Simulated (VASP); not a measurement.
**CBrH3: single point with PBE**

CBrH3, in a box:

```
C Br H
1.0
    11.00000    0.00000    0.00000
     0.00000   12.00000    0.00000
     0.00000    0.00000   11.00000
C Br H
1 1 3
Cartesian
  5.3586 6.2399 5.5500
  6.4661 4.9520 4.6284
  5.9814 7.0900 5.8129
  4.9586 5.7622 6.4396
  4.5600 6.5375 4.9271
```

This cell differs from its parent crystal: last atom moved by 0.05 Å along z.

| Item | Value |
| --- | --- |
| Program | VASP 6.6.1 |
| Task | single point |
| Functional | PBE |
| Potentials or basis | VASP PAW PBE potentials, release 64 (C, Br, H) |
| Cutoff | 720 eV |
| k mesh | 1 × 1 × 1 |
| Occupations | gaussian, width 0.03 eV |
| Spin | no spin polarisation |

```json
{"Largest force": "1.367 eV/Å", "Gap between the frontier levels": "5.42 eV"}
```

Forces in eV/Å, atoms in the order of the input:
```
C    0.640 -0.176  0.843
Br   0.138 -0.198 -0.197
H    0.129  0.152  0.070
H    0.013 -0.113  0.239
H   -0.921  0.334 -0.954
```

Levels at points of the mesh, in eV from the valence-band top:
```tsv
k point	band 5	band 6	band 7	band 8	band 9	band 10
(0.00, 0.00, 0.00)	-3.06	-0.01	0.00	5.42	5.99	7.14
```

Wall time 2.6 min on 1 thread of Intel(R) Xeon(R) Platinum 8488C (Sapphire Rapids) (shared host), peak memory 1.5 GiB.

Caveat: the cell differs from its parent crystal (last atom moved by 0.05 Å along z).
